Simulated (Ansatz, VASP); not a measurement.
Sb: VASP beside Ansatz

```
Sb
1.0
    -1.86205    1.86205    1.89005
     1.86205   -1.86205    1.89005
     1.86205    1.86205   -1.89005
Sb
1
Direct
  0.00000 0.00000 0.00000
```

Change from the starting cell: z stretched by +1 % at fixed volume, PAW files.

Alike in both runs: task electric field gradients; functional r2SCAN; k mesh 12 × 12 × 12; occupations fermi-dirac, width 0.08 eV; no spin polarisation.

|  | VASP | Ansatz |
| --- | --- | --- |
| version | VASP 6.6.1 | Ansatz 0.2.0 |
| potentials or method | VASP PAW PBE potentials, release 64 (Sb) | PAW with Ansatz's default frozen-core files, scalar-relativistic |
| plane-wave cutoff (eV) | 520 | 500 |
| valence electrons in the cell | 5 | 15 |

Ansatz gave:

```
pressure (GPa)                                                : 1.9
traceless stress, the component that is largest in VASP (GPa) : -0.26
size of Vzz on the site where it differs most (V/Å²)          : 5.6
```

Task: What did VASP give for the same quantities?

Result: Pressure (GPa): 1.8; traceless stress, the component that is largest in VASP (GPa): -0.25; size of Vzz on the site where it differs most (V/Å²): 5.4.

VASP's potentials were made for PBE, not for r2SCAN. VASP's potentials hold 5 valence electrons a cell and Ansatz's 15, so a difference there can come from the potentials and not from the codes.

Neither program's run includes spin-orbit coupling.
